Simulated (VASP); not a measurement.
Set up this calculation in VASP 6.6.1, as the native input.

```
Task                   : single point
Functional             : PBEsol
Potentials or basis    : VASP PAW PBE potentials, release 64 (B, N)
Cutoff                 : 520 eV
k mesh                 : 10 × 10 × 10
Occupations            : gaussian, width 0.01 eV
Spin                   : no spin polarisation
Dipole correction      : no
Further INCAR settings : ALGO = Normal; EDIFF = 1e-06; NBANDS = 11
```

The structure of BN (Qingsongite) lies in POSCAR:

```
BN
1.0
    0.0000000000      1.8028455651      1.8028455651
    1.8028455651      0.0000000000      1.8028455651
    1.8028455651      1.8028455651      0.0000000000
B N
1 1
Direct
    0.0000000000      0.0000000000      0.0000000000
    0.2500000000      0.2500000000      0.2500000000
```

These files were run (other wordings do the same):

INCAR

```
SYSTEM = BN
ALGO     = Normal         ! electronic algorithm
EDIFF    = 1E-6           ! SCF threshold, eV
ENCUT    = 520            ! plane-wave cutoff, eV
GGA      = PS             ! functional
ISIF     = 2              ! what is computed and relaxed
ISMEAR   = 0              ! smearing method
LASPH    = .TRUE.         ! aspherical terms in the spheres
LCHARG   = .TRUE.         ! write CHGCAR
LELF     = .TRUE.         ! ELF
LREAL    = .FALSE.        ! projectors in reciprocal space
LVHAR    = .TRUE.       
LWAVE    = .FALSE.        ! write WAVECAR
NBANDS   = 11             ! bands
NELM     = 60             ! most SCF steps
PREC     = Accurate       ! precision mode
SIGMA    = 0.01           ! smearing width, eV
```

KPOINTS

```
k-points
0
G
  10 10 10
  0 0 0
```

Potentials or basis: VASP PAW PBE potentials, release 64 (B, N).

Launch:

```sh
$ cat potpaw_PBE.64/B/POTCAR potpaw_PBE.64/N/POTCAR > POTCAR
$ mpirun -np 1 vasp_std > vasp.out
```

It gave:

```yaml
Pressure: 0.6 GPa
Band_gap_on_the_k_mesh: 4.28 eV, indirect (least direct gap 8.80 eV)
```

Caveat: the PAW data sets were made with another functional, which shifts forces and pressure a little.

Run time: 4.8 s on 1 thread of Intel(R) Xeon(R) Platinum 8488C (Sapphire Rapids), on a shared host, peak memory 0.12 GiB.
